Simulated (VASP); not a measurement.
Write the native input for VASP 6.6.1 that does the following.

```
Task                               : single point
Functional                         : PBE-based screened hybrid with 35 % exact exchange
Potentials or basis                : VASP PAW PBE potentials, release 64 (Ba_sv, Te)
Cutoff                             : 520 eV
k mesh                             : 4 × 4 × 4
Occupations                        : gaussian, width 0.01 eV
Spin                               : no spin polarisation
Dipole correction                  : no
Grid for exact exchange (PRECFOCK) : Normal
Share of exact exchange            : 0.35
Further INCAR settings             : ALGO = Normal; EDIFF = 1e-07; NBANDS = 15
Screening parameter                : 0.2078 1/Å
```

BaTe:

```
Ba Te
1.0
     0.00000    3.53239    3.53239
     3.53239    0.00000    3.53239
     3.53239    3.53239    0.00000
Ba Te
1 1
Direct
  0.00000 0.00000 0.00000
  0.50000 0.50000 0.50000
```

The input as run:

POSCAR

```
BaTe
1.0
    0.0000000000      3.5323868436      3.5323868436
    3.5323868436      0.0000000000      3.5323868436
    3.5323868436      3.5323868436      0.0000000000
Ba Te
1 1
Direct
    0.0000000000      0.0000000000      0.0000000000
    0.5000000000      0.5000000000      0.5000000000
```

INCAR.step1

```
ALGO     = Normal         # electronic algorithm
EDIFF    = 1E-5           # SCF threshold, eV
ENCUT    = 520            # plane-wave cutoff, eV
GGA      = PE             # functional
ISIF     = 2              # what is computed and relaxed
ISMEAR   = 0              # smearing method
LASPH    = True           # aspherical terms in the spheres
LREAL    = False          # projectors in reciprocal space
LWAVE    = True           # write WAVECAR
NBANDS   = 15             # bands
NELM     = 80             # most SCF steps
PREC     = Accurate       # precision mode
SIGMA    = 0.01           # smearing width, eV
```

INCAR.step2

```
AEXX     = 0.35           # exact-exchange fraction
ALGO     = Normal         # electronic algorithm
EDIFF    = 1E-7           # SCF threshold, eV
ENCUT    = 520            # plane-wave cutoff, eV
GGA      = PE             # functional
HFSCREEN = 0.2078         # screening, 1/A
ISIF     = 2              # what is computed and relaxed
ISMEAR   = 0              # smearing method
ISTART   = 1            
LASPH    = True           # aspherical terms in the spheres
LCHARG   = True           # write CHGCAR
LELF     = True           # ELF
LHFCALC  = True           # exact exchange
LREAL    = False          # projectors in reciprocal space
LVHAR    = True         
LWAVE    = False          # write WAVECAR
NBANDS   = 15             # bands
NELM     = 80             # most SCF steps
PREC     = Accurate       # precision mode
PRECFOCK = Normal       
SIGMA    = 0.01           # smearing width, eV
```

KPOINTS

```
k-points
0
Gamma
  4 4 4
```

Potentials or basis: VASP PAW PBE potentials, release 64 (Ba_sv, Te).

The run is started by

```sh
$ cat potpaw_PBE.64/Ba_sv/POTCAR potpaw_PBE.64/Te/POTCAR > POTCAR
$ cp INCAR.step1 INCAR
$ mpirun -np 1 vasp_std > vasp.out
$ cp INCAR.step2 INCAR
$ mpirun -np 1 vasp_std > vasp.out
```

It gave:

```
Pressure               : -0.2 GPa
Band gap on the k mesh : 2.61 eV (least direct gap 3.05 eV)
```

Caveat: the PAW data sets were made with another functional, which shifts forces and pressure a little; spin-orbit coupling is left out, which moves the levels of the heavy elements.

Wall time 14 min on 1 thread of Oxide Virtual Turin-like Processor (shared host), peak memory 0.33 GiB.
